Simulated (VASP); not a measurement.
Write the native input for VASP 6.6.1 that does the following.

| Property | Result |
| --- | --- |
| Task | relaxation of cell and atoms |
| Functional | LDA |
| Potentials or basis | VASP PAW LDA potentials, release 64 (K_sv, F) |
| Cutoff | 600 eV |
| k mesh | 8 × 8 × 8 |
| Occupations | fermi-dirac, width 0.02 eV |
| Spin | no spin polarisation |
| Dipole correction | no |
| Further INCAR settings | ALGO = Normal; EDIFF = 1e-06; IBRION = 2; EDIFFG = -0.005; NSW = 80; ISIF = 3 |

The structure of KF lies in POSCAR:

```
KF
1.0
    3.2587185843      0.0000000000      0.0000000000
    0.0000000000      3.2587185843      0.0000000000
    0.0000000000      0.0000000000      3.2587185843
K F
1 1
Direct
    0.0000000000      0.0000000000      0.0000000000
    0.5000000000      0.5000000000      0.5000000000
```

These files were run (other wordings do the same):

INCAR

```
SYSTEM = KF
ALGO = Normal ; EDIFF = 1E-6
EDIFFG = -0.005 ; ENCUT = 600
GGA = CA ; IBRION = 2
ISIF = 3 ; ISMEAR = -1
LASPH = .True. ; LCHARG = .False.
LREAL = .False. ; LWAVE = .False.
NELM = 60 ; NSW = 80
PREC = Accurate ; SIGMA = 0.02
```

KPOINTS

```
k-points
0
Gamma
  8 8 8
  0 0 0
```

Potentials or basis: VASP PAW LDA potentials, release 64 (K_sv, F).

The run is started by

```bash
$ cat potpaw_LDA.64/K_sv/POTCAR potpaw_LDA.64/F/POTCAR > POTCAR
$ mpirun -np 1 vasp_std > vasp.out
```

Results of the run:

The relaxed volume is 14.70 Å³/atom, the relaxed cell is a = 3.086 Å, b = 3.086 Å, c = 3.086 Å, α = 90.00°, β = 90.00°, γ = 90.00° and the space group after relaxing (to 0.05 Å) is Pm-3m (No. 221). The energy gained by relaxing is 54.7 meV/atom. The ionic steps are 4. The pressure after relaxing is 0.1 GPa and the band gap on the k mesh is 7.18 eV, indirect (the least direct gap lies 4.2 meV higher).

Caveat: the volume moved by over 15 % at a fixed basis, so the end points are rough.

It took 22 s on 1 thread of AMD EPYC 9R45 96-Core Processor (Zen 5), on a shared host, peak memory 0.13 GiB.
